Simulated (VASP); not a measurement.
Set up this calculation in VASP 6.6.1, as the native input.

```
Task                   : relaxation of cell and atoms
Functional             : PBEsol
Dispersion             : D4
Potentials or basis    : VASP PAW PBE potentials, release 64 (Ba_sv, Zr_sv, O)
Cutoff                 : 600 eV
k mesh                 : 6 × 6 × 6
Occupations            : fermi-dirac, width 0.05 eV
Spin                   : no spin polarisation
Dipole correction      : no
Further INCAR settings : ALGO = Normal; EDIFF = 1e-06; IBRION = 2; EDIFFG = -0.01; NSW = 60; ISIF = 3
```

The structure of BaZrO3 lies in POSCAR:

```
BaZrO3
1.0
    4.1913400000      0.0000000000      0.0000000000
    0.0000000000      4.1913400000      0.0000000000
    0.0000000000      0.0000000000      4.1913400000
Ba Zr O
1 1 3
Direct
    0.0000000000      0.0000000000      0.0000000000
    0.5000000000      0.5000000000      0.5000000000
    0.5000000000      0.5000000000      0.0000000000
    0.5000000000      0.0000000000      0.5000000000
    0.0000000000      0.5000000000      0.5000000000
```

One way to write it, as run:

INCAR

```
PREC = Accurate
ENCUT = 600
EDIFF = 1E-6
ISMEAR = -1
SIGMA = 0.05
LREAL = False
LASPH = True
NELM = 80
ALGO = Normal
ISIF = 3
LWAVE = False
LCHARG = False
GGA = PS
IVDW = 13
IBRION = 2
NSW = 60
EDIFFG = -0.01
```

KPOINTS

```
Automatic mesh
0
Gamma
  6 6 6
```

Potentials or basis: VASP PAW PBE potentials, release 64 (Ba_sv, Zr_sv, O).

Command:

```sh
$ cat potpaw_PBE.64/Ba_sv/POTCAR potpaw_PBE.64/Zr_sv/POTCAR potpaw_PBE.64/O/POTCAR > POTCAR
$ mpirun -np 1 vasp_std > vasp.out
```

It gave:

The relaxed volume is 14.58 Å³/atom, the relaxed cell is a = 4.178 Å, b = 4.178 Å, c = 4.178 Å, α = 90.00°, β = 90.00°, γ = 90.00° and the space group after relaxing (to 0.1 Å) is Pm-3m (No. 221). The energy gained by relaxing is 0.7 meV/atom. The ionic steps are 3. The pressure after relaxing is 0.0 GPa and the band gap on the k mesh is 3.13 eV (least direct gap 3.34 eV). The dispersion energy per atom is -0.117 eV.

Caveat: the PAW data sets were made with another functional, which shifts forces and pressure a little; spin-orbit coupling is left out, which moves the levels of the heavy elements.

Run time: 110 s on 1 thread of Intel Xeon 8259CL, with other jobs on the host, peak memory 0.25 GiB.
